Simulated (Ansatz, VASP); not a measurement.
**Ca in VASP and in Ansatz**

```
Ca
1.0
     0.00000    2.67145    2.67145
     2.67145    0.00000    2.67145
     2.67145    2.67145    0.00000
Ca
1
Direct
  0.00000 0.00000 0.00000
```

Alike in both runs: task single point; functional LDA; k mesh 10 × 10 × 10; no spin polarisation.

|  | VASP | Ansatz |
| --- | --- | --- |
| version | VASP 6.6.1 | Ansatz 0.2.0 |
| potentials or method | VASP PAW LDA potentials, release 64 (Ca_sv), cutoff 520 eV | plane waves (420 eV) with PAW, scalar-relativistic |
| occupations | methfessel-paxton of order 1, width 0.03 eV | cold, width 0.03 eV |
| valence electrons in the cell | 10 | 10 |

|  | VASP | Ansatz | Ansatz less VASP |
| --- | --- | --- | --- |
| pressure (GPa) | -0.1 | 0.0 | +0.03 |

Ansatz warns that its potentials were made for another functional, while VASP's fit it. LDA's correlation is that of Perdew and Zunger in VASP and of Perdew and Wang (1992) in Ansatz.
